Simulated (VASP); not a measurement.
# N: single point with PBE+D4

N:

```
N
1.0
     0.00000    1.59927    1.59927
     1.59927    0.00000    1.59927
     1.59927    1.59927    0.00000
N
1
Direct
  0.00000 0.00000 0.00000
```

```yaml
Program: VASP 6.6.1
Task: single point
Functional: PBE
Dispersion: D4
Potentials_or_basis: VASP PAW PBE potentials, release 64 (N)
Cutoff: 600 eV
k_mesh: 22 × 22 × 22
Occupations: gaussian, width 0.1 eV
Spin: no spin polarisation
```

```yaml
Pressure: -13.9 GPa
Band_gap_on_the_k_mesh: zero (an odd number of electrons rules out a gap without spin polarisation)
Dispersion_energy_per_atom: -0.173 eV
```

Levels at points of the mesh, in eV from the Fermi level:
| k point | band 1 | band 2 | band 3 | band 4 | band 5 | band 6 |
| --- | --- | --- | --- | --- | --- | --- |
| (0.00, 0.00, 0.00) | -19.13 | 3.62 | 3.62 | 3.62 | 21.56 | 30.91 |
| (0.50, 0.00, 0.00) | -13.11 | -7.38 | 2.57 | 2.57 | 21.13 | 25.41 |
| (0.50, 0.50, 0.00) | -10.92 | -6.06 | 0.14 | 0.14 | 14.80 | 18.41 |

It took 35 s on 1 thread of Intel Xeon 8259CL (shared host), peak memory 0.13 GiB.

Caveat: the cell stands under tension.
